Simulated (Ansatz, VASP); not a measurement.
# Two plane-wave programs on F

INCAR

```
SYSTEM = F
PREC = Accurate ; ENCUT = 910
EDIFF = 1E-6 ; ISMEAR = 0
SIGMA = 0.05 ; LREAL = .FALSE.
LASPH = .TRUE. ; NELM = 120
ALGO = Normal ; ISIF = 2
LWAVE = .FALSE. ; LCHARG = .FALSE.
GGA = PE ; IVDW = 12
NBANDS = 22 ; GGA_COMPAT = .FALSE.
```

File KPOINTS:

```
regular mesh
0
G
  8 8 4
  0 0 0
```

File POSCAR:

```
F
1.0
    2.8181532018     -1.7912036508      0.2974079766
    2.8181532018      1.7912036508      0.2974079766
   -0.8359919267      0.0000000000      6.7469186924
F
4
Direct
    0.9138648456      0.5855481450      0.0939279973
    0.4144518550      0.0861351544      0.4060720027
    0.0861351544      0.4144518550      0.9060720027
    0.5855481450      0.9138648456      0.5939279973
```

Input for Ansatz:

```yaml
crystal:
  lattice:
    - [2.8181532018, -1.7912036508, 0.2974079766]
    - [2.8181532018, 1.7912036508, 0.2974079766]
    - [-0.8359919267, 0.0, 6.7469186924]
  atoms:
    - { symbol: F, position: [0.9138648456, 0.585548145, 0.0939279973] }
    - { symbol: F, position: [0.414451855, 0.0861351544, 0.4060720027] }
    - { symbol: F, position: [0.0861351544, 0.414451855, 0.9060720027] }
    - { symbol: F, position: [0.585548145, 0.9138648456, 0.5939279973] }
basis:
  ecutwfc: 520.0
kpoints:
  mp_grid: { grid: [8, 8, 4] }
hamiltonian:
  xc: pbe
  dispersion: d3bj
scf:
  occupations: { method: gaussian, width: 0.05 }
output:
  forces: true
  stress: true
  eigenvalues: true
```

Alike in both runs: task single point; functional PBE; dispersion D3(BJ); k mesh 8 × 8 × 4; occupations gaussian, width 0.05 eV; no spin polarisation.

|  | VASP | Ansatz |
| --- | --- | --- |
| version | VASP 6.6.1 | Ansatz 0.2.0 |
| potentials or method | VASP PAW PBE potentials, release 64 (F_h), cutoff 910 eV | scalar-relativistic, plane waves, PAW |
| valence electrons in the cell | 28 | 28 |

```tsv
	VASP	Ansatz	Ansatz less VASP
gap on the k mesh at the Fermi level (eV)	3.02	3.03	+0.006
least direct gap on the mesh (eV)	3.02	3.03	+0.006
rms of the force components (eV/Å)	0.005	0.001	-0.0035
```

Atom by atom the forces differ by 0.006 eV/Å (rms over components).

Noted on VASP's run: the cutoff is under 1.25 times that of the potentials, so the pressure is a little rough.
